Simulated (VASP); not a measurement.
# H8C2O in VASP: a series of runs

The runs below take H8C2O through single point, relaxation of the atoms, with PBE.

Program: VASP 6.6.1. These are calculated values, not measurements. Logs are shortened: lines on timing, memory, paths and dates and some standing lists are left out, and cuts for length are marked.

## 1. The cell of the first run

The cell holds an amorphous packing of atoms, 33 atoms: a = 7.250 Å, b = 7.250 Å, c = 7.250 Å, α = 90.00°, β = 90.00°, γ = 90.00°.

## 2. Single point, PBE

INCAR

```
SYSTEM = H8C2O
  PREC = Accurate
  ENCUT = 520
  EDIFF = 1E-6
  ISMEAR = -1
  SIGMA = 0.02
  LREAL = Auto
  LASPH = .True.
  NELM = 80
  ALGO = Normal
  ISIF = 2
  LWAVE = .False.
  LCHARG = .False.
  GGA = PE
  NBANDS = 55
```

KPOINTS

```
Automatic mesh
0
Gamma
  1 1 1
  0 0 0
```

POSCAR

```
H8C2O
1.0
    7.2495050000      0.0000000000      0.0000000000
    0.0000000000      7.2495050000      0.0000000000
    0.0000000000      0.0000000000      7.2495050000
H C O
24 6 3
Direct
   -0.0787981482      0.4746063469      0.5644648397
   -0.1473688452      0.5135834154      0.6317497730
    0.0792718077      0.2149352759      0.9345491144
    0.0856084365      0.2924149649      0.8657780569
    0.5928018558      0.8230100761      0.9382482235
    0.6609948785      0.8675518001      0.8706921289
    0.4388074755      0.5367380340      0.6138652568
    0.3712281153      0.2234069156      0.5967412235
    0.5771200647      0.2790752601      0.4713062622
    0.3735541108      0.0868732946      0.2767916091
    0.1883381790      0.2465989271      0.3023734850
    0.3922818710      0.3126950595      0.1804368889
    0.4085374442      0.6338659073      0.2806219403
    0.1535252104      0.8470634903      0.2226609792
    0.1194720478      0.6054321006      0.1925928079
    0.0042180137      0.7909447679     -0.0763575290
    0.2312812034      0.8764071982     -0.1161864352
    0.1828203096      0.6355238969     -0.1454074569
    0.7112136998      1.0100572433      0.1303538236
    0.8090634398      0.7778836880      0.3255401108
    0.6242270644      0.9069151938      0.4216858956
    0.8848447964      0.8696248951      0.6462555154
    1.0368230506      0.9828985277      0.4911126033
    0.8507597383      1.1068176349      0.5926325299
    0.3392112526      0.2330054550      0.2987247872
    0.4267770564      0.2997832552      0.4767026292
    0.1521664974      0.7586556574     -0.0609144909
    0.1972114681      0.7258625825      0.1405778652
    0.8921835307      0.9726045190      0.5355173621
    0.7697154952      0.9160137553      0.3762781407
    0.3855215176      0.4946147444      0.4982184636
    0.3912838071      0.6952034085      0.1608443393
    0.7888509554      1.0499937084      0.2320772567
```

Potentials or basis: VASP PAW PBE potentials, release 64 (H, C, O).

Command:

```
cat potpaw_PBE.64/H/POTCAR potpaw_PBE.64/C/POTCAR potpaw_PBE.64/O/POTCAR > POTCAR
mpirun -np 1 vasp_gam > vasp.out
```

OUTCAR:

```text
SYSTEM = H8C2O
   PREC = Accurate
   ENCUT = 520
   EDIFF = 1E-6
   ISMEAR = -1
   LREAL = Auto
   LASPH = .True.
   NELM = 80
   ISIF = 2
   GGA = PE

 ion  position               nearest neighbor table
   1  0.921  0.475  0.564-   2 0.75
   2  0.853  0.514  0.632-   1 0.75
   3  0.079  0.215  0.935-   4 0.75
   4  0.086  0.292  0.866-   3 0.75
   5  0.593  0.823  0.938-   6 0.77
   6  0.661  0.868  0.871-   5 0.77
[... 16 lines left out ...]
  23  0.037  0.983  0.491-  29 1.10
  24  0.851  0.107  0.593-  29 1.10
  25  0.339  0.233  0.299-  11 1.10  10 1.10  12 1.10  26 1.52
  26  0.427  0.300  0.477-   9 1.10   8 1.11  31 1.45  25 1.52
  27  0.152  0.759  0.939-  16 1.10  17 1.10  18 1.11  28 1.52
  28  0.197  0.726  0.141-  15 1.11  14 1.11  32 1.43  27 1.52
  29  0.892  0.973  0.536-  22 1.10  24 1.10  23 1.10  30 1.51
  30  0.770  0.916  0.376-  20 1.10  21 1.11  33 1.43  29 1.51
  31  0.386  0.495  0.498-   7 0.97  26 1.45
  32  0.391  0.695  0.161-  13 0.98  28 1.43
  33  0.789  0.050  0.232-  19 0.97  30 1.43

  LATTYP: Found a simple cubic cell.
 ALAT       =     7.2495050000

  Lattice vectors:

 A1 = (   7.2495050000,   0.0000000000,   0.0000000000)
 A2 = (   0.0000000000,   7.2495050000,   0.0000000000)
 A3 = (   0.0000000000,   0.0000000000,   7.2495050000)

Analysis of symmetry for initial positions (statically):
=====================================================================
 Subroutine PRICEL returns:
 Original cell was already a primitive cell.

 Routine SETGRP: Setting up the symmetry group for a
 simple cubic supercell.

 Subroutine GETGRP returns: Found  1 space group operations
 (whereof  1 operations were pure point group operations)
 out of a pool of 48 trial point group operations.

The static configuration has the point symmetry C_1 .

Analysis of symmetry for dynamics (positions and initial velocities):
=====================================================================
 Subroutine PRICEL returns:
 Original cell was already a primitive cell.

 Routine SETGRP: Setting up the symmetry group for a
 simple cubic supercell.

 Subroutine GETGRP returns: Found  1 space group operations
 (whereof  1 operations were pure point group operations)
 out of a pool of 48 trial point group operations.

The dynamic configuration has the point symmetry C_1 .

 Subroutine INISYM returns: Found  1 space group operations
 (whereof  1 operations are pure point group operations),
 and found     1 'primitive' translations

----------------------------------------------------------------------------------------

                                     Primitive cell

  volume of cell :     381.0001

  direct lattice vectors                    reciprocal lattice vectors
     7.249505000  0.000000000  0.000000000     0.137940452  0.000000000  0.000000000
     0.000000000  7.249505000  0.000000000     0.000000000  0.137940452  0.000000000
     0.000000000  0.000000000  7.249505000     0.000000000  0.000000000  0.137940452

  length of vectors
     7.249505000  7.249505000  7.249505000     0.137940452  0.137940452  0.137940452

  position of ions in fractional coordinates (direct lattice)
     0.921201852  0.474606347  0.564464840
     0.852631155  0.513583415  0.631749773
     0.079271808  0.214935276  0.934549114
     0.085608437  0.292414965  0.865778057
     0.592801856  0.823010076  0.938248223
     0.660994878  0.867551800  0.870692129
[... 25 lines left out ...]
     0.391283807  0.695203408  0.160844339
     0.788850955  0.049993708  0.232077257

  ion indices of the primitive-cell ions
   primitive index   ion index
                 1           1
                 2           2
                 3           3
                 4           4
                 5           5
                 6           6
[... 25 lines left out ...]
                32          32
                33          33

----------------------------------------------------------------------------------------

 KPOINTS: Automatic mesh

Automatic generation of k-mesh.
 Grid dimensions read from file:
 generate k-points for:    1    1    1

 Generating k-lattice:

  Cartesian coordinates                     Fractional coordinates (reciprocal lattice)
     0.137940452  0.000000000  0.000000000     1.000000000  0.000000000  0.000000000
     0.000000000  0.137940452  0.000000000     0.000000000  1.000000000  0.000000000
     0.000000000  0.000000000  0.137940452     0.000000000  0.000000000  1.000000000

  Length of vectors
     0.137940452  0.137940452  0.137940452

  Shift w.r.t. Gamma in fractional coordinates (k-lattice)
     0.000000000  0.000000000  0.000000000

 Subroutine IBZKPT returns following result:
 ===========================================

 Found      1 irreducible k-points:

 Following reciprocal coordinates:
            Coordinates               Weight
  0.000000  0.000000  0.000000      1.000000
   k-points           NKPTS =      1   k-points in BZ     NKDIM =      1   number of bands    NBANDS=     55
   number of dos      NEDOS =    301   number of ions     NIONS =     33
   total plane-waves  NPLWV = 157464
   dimension x,y,z NGX =    54 NGY =   54 NGZ =   54
   dimension x,y,z NGXF=   108 NGYF=  108 NGZF=  108
   ions per type =              24   6   3
   NGX,Y,Z   is equivalent  to a cutoff of  12.38, 12.38, 12.38 a.u.
   NGXF,Y,Z  is equivalent  to a cutoff of  24.77, 24.77, 24.77 a.u.
 SYSTEM =  H8C2O
   PREC   = accura    normal or accurate (medium, high low for compatibility)
   ISTART =      0    job   : 0-new  1-cont  2-samecut
   ICHARG =      2    charge: 1-file 2-atom 10-const
   ISPIN  =      1    spin polarized calculation?
   LNONCOLLINEAR =      F non collinear calculations
   LSORBIT =      F    spin-orbit coupling
   LASPH  =      T    aspherical Exc in radial PAW
   ENCUT  =  520.0 eV  38.22 Ry    6.18 a.u.  13.48 13.48 13.48*2*pi/ulx,y,z
   NELM   =     80;   NELMIN=  2; NELMDL= -5     # of ELM steps
   EDIFF  = 0.1E-05   stopping-criterion for ELM
   LREAL  =      T    real-space projection
   EDIFFG = 0.1E-04   stopping-criterion for IOM
   NSW    =      0    number of steps for IOM
   IBRION =     -1    ionic relax: 0-MD 1-quasi-New 2-CG
   NFREE  =      0    steps in history (QN), initial steepest desc. (CG)
   ISIF   =      2    stress and relaxation
   ISYM   =      2    0-nonsym 1-usesym 2-fastsym
   POTIM  = 0.5000    time-step for ionic-motion
   TEBEG  =    0.0;   TEEND  =   0.0 temperature during run
   PSTRESS=    0.0 pullay stress
   NELECT =      66.0000    total number of electrons
   NUPDOWN=      -1.0000    fix difference up-down
   EMIN   =  10.00;   EMAX   =-10.00  energy-range for DOS
   EFERMI =   0.00;   METHOD = LEGACY
   ISMEAR =    -1;   SIGMA  =   0.02  broadening in eV -4-tet -1-fermi 0-gaus
   EFERMI_NEDOS =   21; number of points for ismear=-14 and -15
   IALGO  =     38    algorithm
   IMIX   =      4    mixing-type and parameters
     AMIX     =   0.40;   BMIX     =  1.00
     AMIX_MAG =   1.60;   BMIX_MAG =  1.00
  volume/ion in A,a.u.               =      11.55        77.91
  Fermi-wavevector in a.u.,A,eV,Ry     =   0.912601  1.724567 11.331494  0.832841
  Thomas-Fermi vector in A             =   2.037016
   LORBIT       =      0    0 simple, 1 ext, 2 COOP (PROOUT), +10 PAW based schemes
   GGA     = PE    functional components
   LHFCALC =     F    Hartree Fock is set to
   AEXX    =    0.0000 exact exchange contribution
   IVDW    =     0    specifies the selected vdW correction
   LEPSILON=     F    determine dielectric tensor
   LRPA    =     F    only Hartree local field effects (RPA)
 non-spin polarized calculation
  energy-cutoff  :      520.00
  volume of cell :      381.00
 maximum number of plane-waves:      5126
 NGX is ok and might be reduce to    54
   NGX = 27   NGY = 27   NGZ = 27

 number of electron      66.0000003 magnetization

 Free energy of the ion-electron system (eV)
  ---------------------------------------------------
  ext. energy  EPLUGINS =         0.00000000
  ---------------------------------------------------
  free energy    TOTEN  =      -161.57591201 eV

  energy without entropy =     -161.57591201  energy(sigma->0) =     -161.57591201

 E-fermi :  -2.8327     XC(G=0):  -6.0510

 val. band max:       -3.3614201994   @ k =   0.0000   0.0000   0.0000
 cond. band min:       1.8944342101   @ k =   0.0000   0.0000   0.0000
 fundamental gap:      5.2558544095
 Fermi energy:        -2.8326981503

 k-point     1 :       0.0000    0.0000    0.0000
  band No.  band energies     occupation
      1     -23.2237      2.00000
      2     -22.7361      2.00000
      3     -22.4054      2.00000
      4     -16.0547      2.00000
      5     -15.9208      2.00000
      6     -15.7517      2.00000
[... 37 lines left out ...]
     44       4.6214      0.00000
     45       4.8875      0.00000
 [bands above 45 left out]

------------------------ aborting loop because EDIFF is reached ----------------------------------------

  FORCE on cell =-STRESS in cart. coord.  units (eV):
  Direction    XX          YY          ZZ          XY          YZ          ZX
  --------------------------------------------------------------------------------------
  -------------------------------------------------------------------------------------
  Total       -0.2521878     -0.4891660     -0.1496424     -0.4132806     -0.1578407      0.5253956
  in kB       -1.0604975     -2.0570357     -0.6292745     -1.7379231     -0.6637500      2.2093878
  external PRESSURE =      -1.2489359 kB  Pullay stress =       0.0000000 kB

 VOLUME and BASIS-vectors are now :
 -----------------------------------------------------------------------------
  energy-cutoff  :      520.00
  volume of cell :      381.00
      direct lattice vectors                 reciprocal lattice vectors
     7.249505000  0.000000000  0.000000000     0.137940452  0.000000000  0.000000000
     0.000000000  7.249505000  0.000000000     0.000000000  0.137940452  0.000000000
     0.000000000  0.000000000  7.249505000     0.000000000  0.000000000  0.137940452

 POSITION                                       TOTAL-FORCE (eV/Angst)
 -----------------------------------------------------------------------------------
      6.67826      3.44066      4.09209        -0.015505      0.003380      0.009641
      6.18115      3.72323      4.57987         0.015268     -0.004227     -0.004265
      0.57468      1.55817      6.77502        -0.007575      0.019620     -0.019228
      0.62062      2.11986      6.27646         0.003053     -0.018678      0.027857
      4.29752      5.96642      6.80184         0.202613      0.128438     -0.207092
      4.79189      6.28932      6.31209        -0.206608     -0.137687      0.203697
[... 25 lines left out ...]
      2.83661      5.03988      1.16604         0.058575     -0.009784     -0.009663
      5.71878      0.36243      1.68245         0.029475      0.069274      0.016676
 -----------------------------------------------------------------------------------
    total drift:                                0.012745      0.004680     -0.032410

  FREE ENERGIE OF THE ION-ELECTRON SYSTEM (eV)
  ---------------------------------------------------
  free  energy   TOTEN  =      -161.5759120085 eV

  energy  without entropy=     -161.5759120085  energy(sigma->0) =     -161.57591201
```

It took 59 s on 1 thread of AMD EPYC 7R13 (Zen 3), shared host; peak memory 0.32 GiB.

What came out:

- Free energy: -161.5759 eV
- Pressure: -0.1 GPa
- Largest force: 0.321 eV/Å
- Band gap on the k mesh: 5.26 eV

Forces in eV/Å, atoms in the order of the input:
```
H   -0.016  0.003  0.010
H    0.015 -0.004 -0.004
H   -0.008  0.020 -0.019
H    0.003 -0.019  0.028
H    0.203  0.128 -0.207
H   -0.207 -0.138  0.204
H    0.006  0.040  0.016
H    0.033  0.045 -0.059
H    0.015 -0.001  0.006
H   -0.024  0.106  0.020
H   -0.005  0.007 -0.001
H   -0.040 -0.071  0.097
H    0.032 -0.021  0.063
H    0.021 -0.051 -0.034
H    0.018  0.035 -0.015
H    0.114 -0.027  0.003
H   -0.071 -0.084  0.034
H   -0.025  0.111  0.068
H   -0.054 -0.020 -0.105
H   -0.005 -0.005  0.001
H    0.009  0.001  0.000
H   -0.001 -0.014  0.012
H   -0.006 -0.006  0.004
H   -0.004  0.006  0.002
C    0.107  0.001 -0.003
C   -0.089 -0.093 -0.046
C   -0.015  0.012 -0.120
C   -0.129  0.037  0.001
C    0.027  0.010 -0.016
C   -0.008 -0.063  0.077
O    0.013 -0.003 -0.022
O    0.059 -0.010 -0.010
O    0.029  0.069  0.017
```

Stress tensor (GPa, compression positive):
```
-0.11 -0.17  0.22
-0.17 -0.21 -0.07
 0.22 -0.07 -0.06
```

Caveat: the k points lie up to 0.87 Å⁻¹ apart.

## 3. Relaxation of the atoms, PBE

INCAR

```
ALGO = Normal ; EDIFF = 1E-6
EDIFFG = -0.3 ; ENCUT = 520
GGA = PE ; IBRION = 2
ISIF = 2 ; ISMEAR = -1
LASPH = T ; LCHARG = F
LREAL = Auto ; LWAVE = F
NELM = 60 ; NSW = 35
PREC = Accurate ; SIGMA = 0.02
```

KPOINTS

```
k-points
0
Gamma
  1 1 1
```

POSCAR

```
H8C2O
1.0
    7.2495050000      0.0000000000      0.0000000000
    0.0000000000      7.2495050000      0.0000000000
    0.0000000000      0.0000000000      7.2495050000
H C O
24 6 3
Direct
   -0.0033377000      0.6620184000      0.6693830000
    0.0239008000      0.6726474000      0.7667736000
    0.1782181000      0.1847435000      0.9290518000
    0.1422899000      0.2443010000      0.8548770000
    0.7491015000      0.8904197000      0.8637295000
    0.7030699000      0.9434324000      0.7901728000
    0.3672015000      0.3502956000      0.6864822000
    0.2990774000      0.1017896000      0.4945384000
    0.5280234000      0.1827273000      0.4644558000
    0.3684160000      0.1517167000      0.1614464000
    0.1935695000      0.3053779000      0.2381401000
    0.4222440000      0.3862196000      0.2080932000
    0.4834083000      0.6470813000      0.2928141000
    0.2915771000      0.9045454000      0.2805004000
    0.1676987000      0.6980504000      0.3239300000
    0.0229270000      0.8759935000      0.0677499000
    0.2339437000      0.8680409000     -0.0566435000
    0.1102123000      0.6617908000     -0.0132654000
    0.6379296000      1.0452712000      0.0914346000
    0.7401397000      0.7668625000      0.2150479000
    0.5553879000      0.8634412000      0.3431553000
    0.8151185000      0.7752368000      0.5505460000
    0.9655594000      0.9214682000      0.4238617000
    0.7810268000      1.0179324000      0.5518171000
    0.3389669000      0.2686733000      0.2519949000
    0.3819372000      0.2208666000      0.4503988000
    0.1483880000      0.7957361000      0.0440134000
    0.2540067000      0.7698015000      0.2219688000
    0.8228190000      0.9006361000      0.4671143000
    0.6990365000      0.8855953000      0.2999387000
    0.3399764000      0.3797949000      0.5586521000
    0.4146340000      0.6644327000      0.1791436000
    0.7170794000      1.0537208000      0.1992115000
```

Potentials or basis: VASP PAW PBE potentials, release 64 (H, C, O).

Command:

```
cat potpaw_PBE.64/H/POTCAR potpaw_PBE.64/C/POTCAR potpaw_PBE.64/O/POTCAR > POTCAR
mpirun -np 1 vasp_gam > vasp.out
```

It took 18 min on 1 thread of AMD EPYC 7R13 (Zen 3), shared host; peak memory 0.37 GiB.

Results (log left out):

| Quantity | Value |
| --- | --- |
| Free energy | -160.9165 eV |
| Energy gained by relaxing | 23.2 meV/atom |
| Ionic steps | 31 |
| Pressure after relaxing | 0.9 GPa |
| Largest force after relaxing | 0.255 eV/Å |
| Band gap on the k mesh | 5.28 eV |

Forces on the atoms (eV/Å):
```
H   -0.010 -0.015  0.032
H   -0.042 -0.077 -0.097
H    0.004 -0.038  0.057
H   -0.059  0.055 -0.052
H   -0.029 -0.065 -0.073
H   -0.069 -0.032 -0.054
H    0.073  0.029 -0.037
H    0.183  0.088  0.086
H   -0.032 -0.062  0.130
H   -0.056  0.223 -0.043
H    0.033 -0.092 -0.125
H   -0.030 -0.059  0.042
H    0.082  0.049  0.103
H    0.137 -0.089  0.045
H   -0.066 -0.077 -0.089
H    0.020 -0.011 -0.074
H    0.116  0.009  0.061
H   -0.023 -0.128 -0.014
H    0.060  0.051  0.006
H   -0.023 -0.185 -0.120
H   -0.054 -0.090  0.228
H   -0.043 -0.011 -0.131
H    0.078 -0.037  0.030
H   -0.152  0.200 -0.042
C    0.021  0.115 -0.023
C   -0.034  0.106 -0.034
C   -0.109  0.021 -0.073
C   -0.028 -0.112  0.070
C    0.102  0.059  0.223
C    0.068  0.045  0.027
O   -0.057 -0.021 -0.141
O   -0.118 -0.032  0.033
O    0.060  0.184  0.050
```

Stress tensor (GPa, compression positive):
```
 0.81 -0.04  0.12
-0.04  1.32  0.26
 0.12  0.26  0.54
```

Step by step:
```csv
step,energy change (eV),largest force (eV/Å),pressure (GPa)
1,0.0000,0.7478,2.31
2,0.0426,1.5715,1.55
3,-0.0348,0.4544,1.98
4,-0.0792,0.4108,1.80
5,-0.0980,1.0025,1.61
6,-0.1157,0.8177,1.61
7,-0.1516,0.4809,1.60
8,-0.1460,1.6266,1.60
9,-0.1619,0.8320,1.60
10,-0.1868,0.5657,1.57
11,-0.2181,0.5296,1.50
12,-0.2486,0.4017,1.46
13,-0.2724,0.5406,1.38
14,-0.3088,0.3841,1.42
15,-0.3477,0.7050,1.48
16,-0.3865,0.4075,1.35
17,-0.4009,0.7482,1.20
18,-0.4353,0.3246,1.17
19,-0.4417,0.4712,1.16
20,-0.4776,0.3825,1.04
21,-0.4930,0.5739,0.89
22,-0.5262,0.3817,0.87
23,-0.5715,0.4062,0.77
24,-0.6050,0.4093,0.87
25,-0.6147,0.5341,0.97
26,-0.6436,0.4428,0.95
27,-0.6945,0.7447,0.89
28,-0.6996,1.0660,0.83
29,-0.7268,0.7557,0.85
30,-0.7561,0.3736,0.90
31,-0.7646,0.2547,0.89
```

Final structure:
```
H C O
1.0
     7.24951    0.00000    0.00000
     0.00000    7.24951    0.00000
     0.00000    0.00000    7.24951
H C O
24 6 3
Direct
  0.03683 0.56001 0.63170
  0.01359 0.60730 0.72102
  0.15902 0.20663 0.90571
  0.13060 0.26160 0.82306
  0.71565 0.87614 0.89505
  0.63995 0.91906 0.83907
  0.35399 0.40221 0.67588
  0.29078 0.12907 0.53873
  0.52391 0.18736 0.47194
  0.33768 0.10083 0.20033
  0.17058 0.27461 0.25714
  0.39675 0.33798 0.18384
  0.43892 0.58420 0.28422
  0.27528 0.88958 0.28211
  0.16390 0.67868 0.32039
  0.02084 0.88621 0.07349
  0.21743 0.84875 0.93250
  0.07438 0.66021 0.99145
  0.69984 0.05859 0.06994
  0.75660 0.79238 0.23785
  0.58739 0.93560 0.33672
  0.82876 0.83359 0.57110
  0.00212 0.93081 0.42836
  0.84419 0.07476 0.54254
  0.31734 0.23662 0.26413
  0.37819 0.22942 0.46375
  0.13355 0.78901 0.04390
  0.24425 0.75582 0.21698
  0.85758 0.94292 0.47003
  0.73452 0.92723 0.30310
  0.35760 0.41199 0.54207
  0.41145 0.65865 0.17572
  0.78009 0.07283 0.17671
```

Levels at points of the mesh, in eV from the valence-band top:
```csv
k point,band 29,band 30,band 31,band 32,band 33,band 34,band 35,band 36,band 37,band 38
"(0.00, 0.00, 0.00)",-1.86,-1.67,-0.45,-0.24,0.00,5.28,5.96,6.28,6.56,6.67
```

Caveat: the k points lie up to 0.87 Å⁻¹ apart; the relaxation stopped at a loose force limit of 0.3 eV/Å, so its end isn't a converged minimum.
